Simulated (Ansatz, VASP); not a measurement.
LaCuIr4: VASP beside Ansatz

```xyz
6
Lattice="0.0000 3.6028 3.6028 3.6028 0.0000 3.6028 3.6028 3.6028 0.0000" Properties=species:S:1:pos:R:3 pbc="T T T"
La    3.6028    3.6028    3.6028
Cu    1.8014    1.8014    1.8014
Ir    6.3087    4.4996    4.4996
Ir    4.4996    4.4996    6.3087
Ir    6.3087    6.3087    6.3087
Ir    4.4996    6.3087    4.4996
```

Change from the starting cell: species swapped into the EuInPt4 type (F-43m, No. 216).

Alike in both runs: task single point; functional PBE; k mesh 4 × 4 × 4; occupations gaussian, width 0.1 eV; no spin polarisation.

|  | VASP | Ansatz |
| --- | --- | --- |
| version | VASP 6.6.1 | Ansatz 0.2.0 |
| potentials or method | VASP PAW PBE potentials, release 64 (La, Cu, Ir), cutoff 520 eV | scalar-relativistic, plane waves, PAW |
| valence electrons in the cell | 58 | 98 |

```csv
,VASP,Ansatz,Ansatz less VASP
gap on the k mesh at the Fermi level (eV),none,none,-
rms of the force components (eV/Å),0.074,0.066,-0.0081
```

Atom by atom the forces differ by 0.008 eV/Å (rms over components). A gap of «none» marks a metal or a gap that the smearing closes. The functional is the same, so the differences come from potentials, cutoffs and numerics. VASP's potentials hold 58 valence electrons a cell and Ansatz's 98, so a difference there can come from the potentials and not from the codes.

The k mesh is coarse, so the values compare programs but aren't converged. Spin-orbit coupling is off throughout.
